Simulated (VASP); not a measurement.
# H8C3S2 in VASP: notebook

Runs on H8C3S2. Level: PBE+D3(BJ). Tasks: single point, relaxation of the atoms.

All numbers are computed with VASP 6.6.1; they aren't measurements. Logs are shortened: lines on timing, memory, paths and dates and some standing lists are left out, and cuts for length are marked.

### Step 1. The cell of the first run

The cell holds an amorphous packing of atoms, 39 atoms: a = 8.482 Å, b = 8.482 Å, c = 8.482 Å, α = 90.00°, β = 90.00°, γ = 90.00°.

### Step 2. Single point, PBE+D3(BJ)

INCAR reads:

```
ALGO = Normal
EDIFF = 1E-6
ENCUT = 520
GGA = PE
ISIF = 2
ISMEAR = -1
IVDW = 12
LASPH = True
LCHARG = True
LELF = True
LREAL = Auto
LVHAR = True
LWAVE = False
NBANDS = 73
NELM = 80
PREC = Accurate
SIGMA = 0.05
```

KPOINTS reads:

```
k-points
0
Gamma
  1 1 1
```

POSCAR reads:

```
H8C3S2
1.0
    8.4818530000      0.0000000000      0.0000000000
    0.0000000000      8.4818530000      0.0000000000
    0.0000000000      0.0000000000      8.4818530000
S C H
6 9 24
Direct
   -0.1004025889      0.4285973831      0.0167416247
    0.1679703716      0.2335220853     -0.1394388703
    0.3380157614      1.0307535394      0.5925120372
    0.0953801015      0.7913954651      0.7255018449
    0.4719251796      0.3728784264      0.9824739948
    0.5318884918      0.6742276717      0.7862904486
    0.0402152690      0.3415291446     -0.0563791898
    0.2151534576      0.9241494754      0.6749822238
    0.5174105234      0.5168328194      0.8768131209
    0.2805401131      0.8144093042      0.0827177741
    0.8768484905      0.2125243151      0.6008710597
    0.1964900830      0.5439377457      0.4351525545
    0.8817059197      1.0437577732      0.2072778201
    0.5284576377      0.3069022771      0.3373437384
    0.7125801402      0.6586414549      0.4205213177
    0.2246089386      0.9316714166      0.0958870662
    0.3307649873      0.7838263644      0.1880249516
    0.3669599084      0.8090684901     -0.0098209672
    0.1982585645      0.7307837096      0.0268927085
    0.7856184256      0.2372948458      0.5143805251
    0.9837708812      0.1982703544      0.5323482970
    0.8577960500      0.0961464435      0.6725181396
    0.8903950587      0.3171594698      0.6778707436
    0.2159315895      0.6652673655      0.4798833462
    0.0632644777      0.5294126177      0.4471074894
    0.2539893111      0.4565393906      0.5043355503
    0.2260590935      0.5315465854      0.3075153507
    0.9689156367      0.9774750871      0.2850910055
    0.7989645659      0.9711203436      0.1340744764
    0.9399243302      1.1160650862      0.1067337526
    0.8198326474      1.1284916162      0.2851145852
    0.6066245194      0.3137286157      0.2522561992
    0.4483336365      0.3995824969      0.3137875651
    0.5836224702      0.3017265213      0.4531910657
    0.4767943986      0.1880485314      0.3143652690
    0.7361363136      0.5507287146      0.5030032942
    0.6209374296      0.7325404013      0.4627762353
    0.6988567239      0.6259599170      0.2966686643
    0.8277908141      0.7041032190      0.4208396444
```

Potentials or basis: VASP PAW PBE potentials, release 64 (S, C, H).

Launch:

```console
$ cat potpaw_PBE.64/S/POTCAR potpaw_PBE.64/C/POTCAR potpaw_PBE.64/H/POTCAR > POTCAR
$ mpirun -np 1 vasp_gam > vasp.out
```

OUTCAR:

```text
EDIFF = 1E-6
   ENCUT = 520
   GGA = PE
   ISIF = 2
   ISMEAR = -1
   IVDW = 12
   LASPH = True
   LREAL = Auto
   NELM = 80
   PREC = Accurate
 IVDW          = 12

 ion  position               nearest neighbor table
   1  0.900  0.429  0.017-   7 1.53
   2  0.168  0.234  0.861-   7 1.58
   3  0.338  0.031  0.593-   8 1.55
   4  0.095  0.791  0.726-   8 1.58
   5  0.472  0.373  0.982-   9 1.56
   6  0.532  0.674  0.786-   9 1.54
   7  0.040  0.342  0.944-   1 1.53   2 1.58
   8  0.215  0.924  0.675-   3 1.55   4 1.58
   9  0.517  0.517  0.877-   6 1.54   5 1.56
  10  0.281  0.814  0.083-  17 1.02  18 1.07  19 1.10  16 1.11
  11  0.877  0.213  0.601-  21 1.08  20 1.09  23 1.11  22 1.17
  12  0.196  0.544  0.435-  26 1.06  24 1.11  27 1.12  25 1.14
  13  0.882  0.044  0.207-  31 1.11  29 1.12  28 1.14  30 1.16
  14  0.528  0.307  0.337-  32 0.98  33 1.06  34 1.09  35 1.12
  15  0.713  0.659  0.421-  39 1.05  37 1.06  38 1.09  36 1.17
  16  0.225  0.932  0.096-  10 1.11
  17  0.331  0.784  0.188-  10 1.02
[... 20 lines left out ...]
  38  0.699  0.626  0.297-  15 1.09
  39  0.828  0.704  0.421-  15 1.05

  LATTYP: Found a simple cubic cell.
 ALAT       =     8.4818530000

  Lattice vectors:

 A1 = (   8.4818530000,   0.0000000000,   0.0000000000)
 A2 = (   0.0000000000,   8.4818530000,   0.0000000000)
 A3 = (   0.0000000000,   0.0000000000,   8.4818530000)

Analysis of symmetry for initial positions (statically):
=====================================================================
 Subroutine PRICEL returns:
 Original cell was already a primitive cell.

 Routine SETGRP: Setting up the symmetry group for a
 simple cubic supercell.

 Subroutine GETGRP returns: Found  1 space group operations
 (whereof  1 operations were pure point group operations)
 out of a pool of 48 trial point group operations.

The static configuration has the point symmetry C_1 .

Analysis of symmetry for dynamics (positions and initial velocities):
=====================================================================
 Subroutine PRICEL returns:
 Original cell was already a primitive cell.

 Routine SETGRP: Setting up the symmetry group for a
 simple cubic supercell.

 Subroutine GETGRP returns: Found  1 space group operations
 (whereof  1 operations were pure point group operations)
[... 152 lines left out ...]
   EDIFF  = 0.1E-05   stopping-criterion for ELM
   LREAL  =      T    real-space projection
   EDIFFG = 0.1E-04   stopping-criterion for IOM
   NSW    =      0    number of steps for IOM
   IBRION =     -1    ionic relax: 0-MD 1-quasi-New 2-CG
   NFREE  =      0    steps in history (QN), initial steepest desc. (CG)
   ISIF   =      2    stress and relaxation
   ISYM   =      2    0-nonsym 1-usesym 2-fastsym
   POTIM  = 0.5000    time-step for ionic-motion
   TEBEG  =    0.0;   TEEND  =   0.0 temperature during run
   PSTRESS=    0.0 pullay stress
   NELECT =      96.0000    total number of electrons
   NUPDOWN=      -1.0000    fix difference up-down
   EMIN   =  10.00;   EMAX   =-10.00  energy-range for DOS
   EFERMI =   0.00;   METHOD = LEGACY
   ISMEAR =    -1;   SIGMA  =   0.05  broadening in eV -4-tet -1-fermi 0-gaus
   EFERMI_NEDOS =   21; number of points for ismear=-14 and -15
   IALGO  =     38    algorithm
   IMIX   =      4    mixing-type and parameters
     AMIX     =   0.40;   BMIX     =  1.00
     AMIX_MAG =   1.60;   BMIX_MAG =  1.00
  volume/ion in A,a.u.               =      15.65       105.59
  Fermi-wavevector in a.u.,A,eV,Ry     =   0.883774  1.670090 10.626916  0.781056
  Thomas-Fermi vector in A             =   2.004585
   LORBIT       =      0    0 simple, 1 ext, 2 COOP (PROOUT), +10 PAW based schemes
   GGA     = PE    functional components
   LHFCALC =     F    Hartree Fock is set to
   AEXX    =    0.0000 exact exchange contribution
   IVDW    =    12    specifies the selected vdW correction
   LEPSILON=     F    determine dielectric tensor
   LRPA    =     F    only Hartree local field effects (RPA)
 non-spin polarized calculation
  energy-cutoff  :      520.00
  volume of cell :      610.20
 maximum number of plane-waves:      8188
 NGX is ok and might be reduce to    64
   NGX = 31   NGY = 31   NGZ = 31

 number of electron      96.0000003 magnetization

 Free energy of the ion-electron system (eV)
  ---------------------------------------------------
  ext. energy  EPLUGINS =         0.00000000
  ---------------------------------------------------
  free energy    TOTEN  =      -191.74965775 eV

  energy without entropy =     -191.74965775  energy(sigma->0) =     -191.74965775

 E-fermi :  -1.4285     XC(G=0):  -6.2743

 val. band max:       -2.6735595177   @ k =   0.0000   0.0000   0.0000
 cond. band min:       0.2565037475   @ k =   0.0000   0.0000   0.0000
 fundamental gap:      2.9300632652
 Fermi energy:        -1.4285323565

 k-point     1 :       0.0000    0.0000    0.0000
  band No.  band energies     occupation
      1     -17.9040      2.00000
      2     -17.7710      2.00000
      3     -17.6542      2.00000
      4     -15.6845      2.00000
      5     -15.6006      2.00000
      6     -15.4429      2.00000
[... 52 lines left out ...]
     59       4.3056      0.00000
     60       4.3870      0.00000
 [bands above 60 left out]

------------------------ aborting loop because EDIFF is reached ----------------------------------------

 Edisp (eV)   -2.05741

 E8    (eV) :    -0.5627

  FORCE on cell =-STRESS in cart. coord.  units (eV):
  Direction    XX          YY          ZZ          XY          YZ          ZX
  --------------------------------------------------------------------------------------
  -------------------------------------------------------------------------------------
  Total       7.02865    -2.02260     2.98399     0.29682     0.85932    -2.54553
  in kB      18.45485    -5.31066     7.83495     0.77936     2.25628    -6.68369
  external pressure =        6.99 kB  Pullay stress =        0.00 kB

 VOLUME and BASIS-vectors are now :
 -----------------------------------------------------------------------------
  energy-cutoff  :      520.00
  volume of cell :      610.20
      direct lattice vectors                 reciprocal lattice vectors
     8.481853000  0.000000000  0.000000000     0.117898766  0.000000000  0.000000000
     0.000000000  8.481853000  0.000000000     0.000000000  0.117898766  0.000000000
     0.000000000  0.000000000  8.481853000     0.000000000  0.000000000  0.117898766

 POSITION                                       TOTAL-FORCE (eV/Angst)
 -----------------------------------------------------------------------------------
      7.63025      3.63530      0.14200        -0.661989      0.933929      0.462005
      1.42470      1.98070      7.29915        -0.868627      1.073741      0.847245
      2.86700      0.26085      5.02560         0.486993      0.441947     -0.079743
      0.80900      6.71250      6.15360         0.366143      1.092563      0.169934
      4.00280      3.16270      8.33320         0.640276      0.021442     -0.511143
      4.51140      5.71870      6.66920         0.505407      0.248144     -0.523196
[... 31 lines left out ...]
      5.92760      5.30930      2.51630        -0.535305     -0.414642      0.032139
      7.02120      5.97210      3.56950         1.343081      1.601567      0.221067
 -----------------------------------------------------------------------------------
    total drift:                               -0.004708      0.009869      0.004735

  FREE ENERGIE OF THE ION-ELECTRON SYSTEM (eV)
  ---------------------------------------------------
  free  energy   TOTEN  =      -193.8070680548 eV

  energy  without entropy=     -193.8070680548  energy(sigma->0) =     -193.80706805
```

It used 160 s of CPU time on 1 thread of AMD EPYC 7R13 Processor (Zen 3), on a shared host.

Results:

| Item | Value |
| --- | --- |
| Free energy | -193.8071 eV |
| Pressure | 0.7 GPa |
| Largest force | 5.219 eV/Å |
| Band gap on the k mesh | 2.93 eV |
| Dispersion energy per atom | -0.053 eV |

Forces on the atoms (eV/Å):
```
S   -0.662  0.934  0.462
S   -0.869  1.074  0.847
S    0.487  0.442 -0.080
S    0.366  1.093  0.170
S    0.640  0.021 -0.511
S    0.505  0.248 -0.523
C    1.234 -1.494 -0.992
C   -0.929 -1.644 -0.282
C   -0.675 -0.328  0.701
C   -1.638  0.900 -2.462
C   -0.011 -0.976  1.019
C   -2.096  0.948 -0.952
C    0.700  0.649 -1.093
C   -2.497 -2.351  2.743
C    0.886 -2.929  0.527
H    0.182 -0.326 -0.348
H    0.924 -1.157  2.425
H    0.900  0.788 -0.245
H   -0.429 -0.070  0.989
H   -0.402 -0.254  0.116
H    0.494 -0.048 -0.072
H    0.008  1.799 -0.992
H   -0.134 -0.521 -0.125
H    0.422 -0.530 -0.359
H    1.156 -0.154 -0.168
H    0.533 -0.603  0.619
H   -0.075  0.175  0.674
H   -0.801  0.370 -1.151
H    0.302 -0.046  1.056
H   -0.171 -0.878  1.647
H   -0.040 -0.385 -0.437
H    3.989  0.456 -3.335
H   -0.984  0.760  0.450
H   -0.194  0.446  0.101
H   -0.323  0.541  0.250
H   -1.026  1.145 -1.285
H   -0.580  0.720  0.362
H   -0.535 -0.415  0.032
H    1.343  1.602  0.221
```

Caveat: the k points lie up to 0.74 Å⁻¹ apart.

### Step 3. Relaxation of the atoms, PBE+D3(BJ)

INCAR reads:

```
ALGO = Normal ; EDIFF = 1E-7
EDIFFG = -0.3 ; ENCUT = 520
GGA = PE ; IBRION = 2
ISIF = 2 ; ISMEAR = -1
IVDW = 12 ; LASPH = True
LCHARG = False ; LREAL = Auto
LWAVE = False ; NELM = 60
NSW = 35 ; PREC = Accurate
SIGMA = 0.05
```

KPOINTS is that of step 2.

POSCAR reads:

```
H8C3S2
1.0
    8.4818530000      0.0000000000      0.0000000000
    0.0000000000      8.4818530000      0.0000000000
    0.0000000000      0.0000000000      8.4818530000
S C H
6 9 24
Direct
   -0.1334018000      0.4714130000      0.1136338000
    0.1633863000      0.2604212000      0.0597595000
    0.3478923000      1.0078616000      0.6618247000
    0.0792745000      0.8219169000      0.8314484000
    0.5601828000      0.1580837000      0.9516193000
    0.6339783000      0.4865392000      0.8027088000
    0.0149923000      0.3659171000      0.0866966000
    0.2135834000      0.9148893000      0.7466365000
    0.5970805000      0.3223114000      0.8771641000
    0.3979974000      0.8850103000      0.2017698000
    0.8966858000      0.2017678000      0.5578608000
    0.0344363000      0.6826335000      0.4905297000
    0.8805957000      0.9828978000      0.2128926000
    0.3685176000      0.4668504000      0.2607015000
    0.6137148000      0.6520190000      0.3989444000
    0.3696702000      0.7807171000      0.1323071000
    0.5189837000      0.9209117000      0.1777288000
    0.3853807000      0.8579634000      0.3267251000
    0.3179550000      0.9804491000      0.1703180000
    0.8517754000      0.1064042000      0.6313005000
    0.9731595000      0.1532669000      0.4667345000
    0.9634958000      0.2839715000      0.6305487000
    0.7983124000      0.2634288000      0.5028593000
    0.0147242000      0.6520478000      0.6137389000
   -0.0779434000      0.6842433000      0.4282980000
    0.1119760000      0.5955138000      0.4366566000
    0.0889883000      0.7987290000      0.4834253000
    1.0075348000      0.9999908000      0.2228346000
    0.8224018000      1.0972238000      0.2059916000
    0.8377658000      0.9191935000      0.3159067000
    0.8546803000      0.9151834000      0.1068374000
    0.3667936000      0.5240077000      0.3757433000
    0.3778370000      0.3396610000      0.2762120000
    0.4693321000      0.5092739000      0.1933127000
    0.2601078000      0.4944588000      0.1975379000
    0.6580228000      0.7083678000      0.5055567000
    0.5511601000      0.5442734000      0.4302869000
    0.7121782000      0.6233991000      0.3215466000
    0.5334979000      0.7320357000      0.3383874000
```

Potentials or basis: VASP PAW PBE potentials, release 64 (S, C, H).

Launch:

```console
$ cat potpaw_PBE.64/S/POTCAR potpaw_PBE.64/C/POTCAR potpaw_PBE.64/H/POTCAR > POTCAR
$ mpirun -np 1 vasp_gam > vasp.out
```

It took 24 min on 1 thread of AMD EPYC 7R13 (Zen 3), shared host; peak memory 0.59 GiB.

It converged, with:

```
Free energy                  : -195.4552 eV
Energy gained by relaxing    : 21.6 meV/atom
Ionic steps                  : 17
Pressure after relaxing      : 0.5 GPa
Largest force after relaxing : 0.264 eV/Å
Band gap on the k mesh       : 3.43 eV
Dispersion energy per atom   : -0.053 eV
```

Forces in eV/Å, atoms in the order of the input:
```
S    0.163 -0.178 -0.108
S   -0.031  0.096 -0.150
S   -0.030 -0.007 -0.013
S    0.170  0.022 -0.138
S    0.058  0.140 -0.068
S   -0.055  0.056 -0.004
C   -0.087  0.170 -0.038
C   -0.105 -0.117  0.072
C   -0.034 -0.123  0.097
C    0.078 -0.068  0.049
C   -0.038  0.012  0.036
C    0.121  0.059  0.076
C   -0.013 -0.013 -0.029
C    0.093 -0.058 -0.049
C    0.149  0.063  0.158
H   -0.028  0.013  0.044
H   -0.072 -0.011  0.056
H   -0.048  0.032 -0.127
H   -0.072  0.105 -0.026
H    0.020  0.044 -0.026
H    0.010  0.023  0.032
H   -0.010 -0.004  0.002
H    0.051 -0.024  0.020
H    0.042  0.019 -0.076
H    0.017  0.012 -0.006
H    0.085 -0.060  0.022
H    0.025 -0.075  0.052
H   -0.090 -0.042  0.023
H    0.012 -0.044  0.013
H   -0.038 -0.010  0.016
H   -0.024  0.001  0.046
H   -0.011 -0.014 -0.034
H   -0.048 -0.063  0.013
H   -0.019 -0.012  0.018
H   -0.061  0.016 -0.016
H    0.009  0.068  0.110
H   -0.032  0.037  0.010
H   -0.064 -0.033 -0.091
H   -0.094 -0.033  0.035
```

Stress tensor (GPa, compression positive):
```
0.74 0.13 0.38
0.13 0.38 0.21
0.38 0.21 0.48
```

The path:
| step | energy change (eV) | largest force (eV/Å) | pressure (GPa) |
| --- | --- | --- | --- |
| 1 | 0.0000 | 0.8942 | 1.11 |
| 2 | -0.0870 | 1.2879 | 1.58 |
| 3 | -0.0908 | 1.0659 | 1.49 |
| 4 | -0.1629 | 0.8699 | 1.41 |
| 5 | -0.2124 | 1.9465 | 1.29 |
| 6 | -0.2513 | 1.6618 | 1.19 |
| 7 | -0.3408 | 0.8398 | 0.88 |
| 8 | -0.4033 | 1.3630 | 0.29 |
| 9 | -0.4730 | 0.8878 | 0.18 |
| 10 | -0.5498 | 1.0077 | -0.11 |
| 11 | -0.6154 | 0.6594 | 0.23 |
| 12 | -0.6829 | 1.2534 | 1.10 |
| 13 | -0.7348 | 0.6511 | 1.24 |
| 14 | -0.7370 | 1.1039 | 1.29 |
| 15 | -0.7978 | 0.6127 | 1.00 |
| 16 | -0.8274 | 0.7050 | 0.61 |
| 17 | -0.8426 | 0.2644 | 0.53 |

Final structure:
```xyz
39
Lattice="8.4819 0.0000 0.0000 0.0000 8.4819 0.0000 0.0000 0.0000 8.4819" Properties=species:S:1:pos:R:3 pbc="T T T"
S     7.5294    4.0518    1.0482
S     1.1086    1.9245    0.1002
S     2.8683    8.4807    5.4917
S     0.7940    7.1606    7.4018
S     4.8408    1.4047    8.1096
S     5.2515    4.1471    6.7018
C     0.0746    2.9791    0.5744
C     1.8291    7.8153    6.4382
C     5.0462    2.7754    7.4016
C     3.2802    7.5857    1.6679
C     7.6130    1.7245    4.7479
C     0.3091    5.7305    4.0944
C     7.4429    8.3153    1.8048
C     3.0389    3.9374    2.1902
C     5.4067    5.5512    3.5592
H     3.0643    6.6752    1.0990
H     4.3336    7.8575    1.5267
H     3.0872    7.4122    2.7358
H     2.6404    8.3942    1.3131
H     7.2255    0.9062    5.3691
H     8.2762    1.3156    3.9789
H     8.1669    2.4287    5.3792
H     6.7769    2.2481    4.2663
H     0.1090    5.4356    5.1324
H     7.8551    5.7621    3.5445
H     0.9689    5.0037    3.6191
H     0.7694    6.7252    4.0634
H     0.0447    8.4503    1.8958
H     6.9613    0.8149    1.7337
H     7.0648    7.7815    2.6803
H     7.2288    7.7408    0.8954
H     2.9700    4.4201    3.1685
H     3.1209    2.8546    2.3173
H     3.9276    4.2997    1.6634
H     2.1526    4.1720    1.6001
H     5.8247    6.1390    4.3800
H     5.0035    4.6116    3.9429
H     6.2129    5.3236    2.8616
H     4.6409    6.1278    3.0482
```

Levels at points of the mesh, in eV from the valence-band top:
```csv
k point,band 44,band 45,band 46,band 47,band 48,band 49,band 50,band 51,band 52,band 53
"(0.00, 0.00, 0.00)",-0.48,-0.33,-0.28,-0.07,0.00,3.43,3.50,3.59,3.70,3.76
```

Caveat: the k points lie up to 0.74 Å⁻¹ apart; the relaxation stopped at a loose force limit of 0.3 eV/Å, so its end isn't a converged minimum.
